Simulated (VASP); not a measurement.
Wanted: the native input for a VASP 6.6.1 run.

```yaml
Task: single point
Functional: PBE
Potentials_or_basis: VASP PAW PBE potentials, release 64 (Na_pv, Cl)
Cutoff: 520 eV
k_mesh: 2 × 2 × 2
Occupations: fermi-dirac, width 0.039 eV
Spin: no spin polarisation
Dipole_correction: no
Further_INCAR_settings: LREAL = Auto; ALGO = Normal; EDIFF = 1e-06; NBANDS = 70
```

The structure of NaCl lies in POSCAR:

```
NaCl
1.0
    0.0000000000      5.6053976607      5.6053976607
    5.6053976607      0.0000000000      5.6053976607
    5.6053976607      5.6053976607      0.0000000000
Na Cl
8 8
Direct
   -0.0043746227     -0.0068006772      0.0139555665
   -0.0047431068      0.0043326097      0.5139560428
    0.0213140097      0.5046015771     -0.0156985294
   -0.0085561280      0.5088458790      0.4893229109
    0.5010538360      0.0107903138     -0.0223167039
    0.4991960730     -0.0248572017      0.5087711297
    0.5245024846      0.4864916220     -0.0148658499
    0.4951911832      0.5120925711      0.4918228227
    0.2529891875      0.2371410702      0.2692233614
    0.2355012222      0.2480359261      0.7616790562
    0.2544221813      0.7494423686      0.2453389720
    0.2450460401      0.7607528954      0.7479366771
    0.7277599640      0.2626769926      0.2557381450
    0.7541237493      0.2470894277      0.7528237523
    0.7526398224      0.7512954040      0.2412004610
    0.7622236206      0.7464864677      0.7487913890
```

These files were run (other wordings do the same):

INCAR

```
SYSTEM = NaCl
PREC     = Accurate       ! precision mode
ENCUT    = 520            ! plane-wave cutoff, eV
EDIFF    = 1E-6           ! SCF threshold, eV
ISMEAR   = -1             ! smearing method
SIGMA    = 0.039          ! smearing width, eV
LREAL    = Auto         
LASPH    = .TRUE.         ! aspherical terms in the spheres
NELM     = 100            ! most SCF steps
ALGO     = Normal         ! electronic algorithm
ISIF     = 2              ! what is computed and relaxed
LWAVE    = .FALSE.        ! write WAVECAR
LCHARG   = .TRUE.         ! write CHGCAR
GGA      = PE             ! functional
LELF     = .TRUE.         ! ELF
LVHAR    = .TRUE.       
NBANDS   = 70             ! bands
```

KPOINTS

```
regular mesh
0
G
  2 2 2
  0 0 0
```

Potentials or basis: VASP PAW PBE potentials, release 64 (Na_pv, Cl).

Launch:

```console
$ cat potpaw_PBE.64/Na_pv/POTCAR potpaw_PBE.64/Cl/POTCAR > POTCAR
$ mpirun -np 1 vasp_std > vasp.out
```

It gave:

```json
{
 "Pressure": "1.6 GPa",
 "Largest force": "0.440 eV/Å",
 "Band gap on the k mesh": "5.06 eV"
}
```

Caveat: the k points lie up to 0.49 Å⁻¹ apart.

Run time: 3.9 min on 1 thread of Intel(R) Xeon(R) Platinum 8375C CPU @ 2.90GHz (Ice Lake), with other jobs on the host, peak memory 0.51 GiB.
